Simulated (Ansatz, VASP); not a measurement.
# Two plane-wave programs on SiC2

File INCAR:

```
PREC = Accurate ; ENCUT = 520
EDIFF = 1E-6 ; ISMEAR = 0
SIGMA = 0.1 ; LREAL = False
LASPH = True ; NELM = 150
ALGO = Normal ; ISIF = 2
LWAVE = False ; LCHARG = False
ISPIN = 2 ; MAGMOM = 0 0 1 1 1 1
LORBIT = 11 ; GGA = PE
NBANDS = 25
```

Contents of KPOINTS:

```
regular mesh
0
Gamma
  12 12 1
```

POSCAR

```
SiC2
1.0
    2.0843654100      0.0000000000      0.0000000000
   -1.0421827000      1.8051134000      0.0000000000
    0.0000000000      0.0000000000     21.7005186200
Si C
2 4
Direct
    0.3333333300      0.6666666700      0.5000000000
    0.6666666700      0.3333333300      0.5000000000
    0.3333333300      0.6666666700      0.8333333300
    0.3333333300      0.6666666700      0.1666666700
    0.6666666700      0.3333333300      0.8333333300
    0.6666666700      0.3333333300      0.1666666700
```

Input for Ansatz:

```yaml
crystal:
  lattice:
    - [2.08436541, 0.0, 0.0]
    - [-1.0421827, 1.8051134, 0.0]
    - [0.0, 0.0, 21.70051862]
  atoms:
    - { symbol: Si, position: [0.33333333, 0.66666667, 0.5] }
    - { symbol: Si, position: [0.66666667, 0.33333333, 0.5] }
    - { symbol: C, position: [0.33333333, 0.66666667, 0.83333333], spin: 1.0 }
    - { symbol: C, position: [0.33333333, 0.66666667, 0.16666667], spin: 1.0 }
    - { symbol: C, position: [0.66666667, 0.33333333, 0.83333333], spin: 1.0 }
    - { symbol: C, position: [0.66666667, 0.33333333, 0.16666667], spin: 1.0 }
basis:
  ecutwfc: 420
kpoints:
  mp_grid: { grid: [12, 12, 1] }
hamiltonian:
  xc: pbe
scf:
  occupations: { method: gaussian, width: 0.1 }
  lower_state_search: "off"
output:
  forces: true
  stress: true
  eigenvalues: true
  populations: true
magnetization:
  spin_polarized: true
```

Alike in both runs: task single point; functional PBE; k mesh 12 × 12 × 1; occupations gaussian, width 0.1 eV; collinear spin.

|  | VASP | Ansatz |
| --- | --- | --- |
| version | VASP 6.6.1 | Ansatz 0.2.0 |
| potentials or method | VASP PAW PBE potentials, release 64 (Si, C), cutoff 520 eV | scalar-relativistic, plane waves, PAW |
| valence electrons in the cell | 24 | 24 |

|  | VASP | Ansatz | Ansatz less VASP |
| --- | --- | --- | --- |
| gap on the k mesh at the Fermi level (eV) | none | none | - |
| net moment per atom (μB) | 0.00 | 0.00 | 0.000 |

A gap of «none» marks a metal or a gap that the smearing closes. Ansatz's warnings: seeded moment not kept.

Noted on VASP's run: the cell as given lies far from equilibrium.
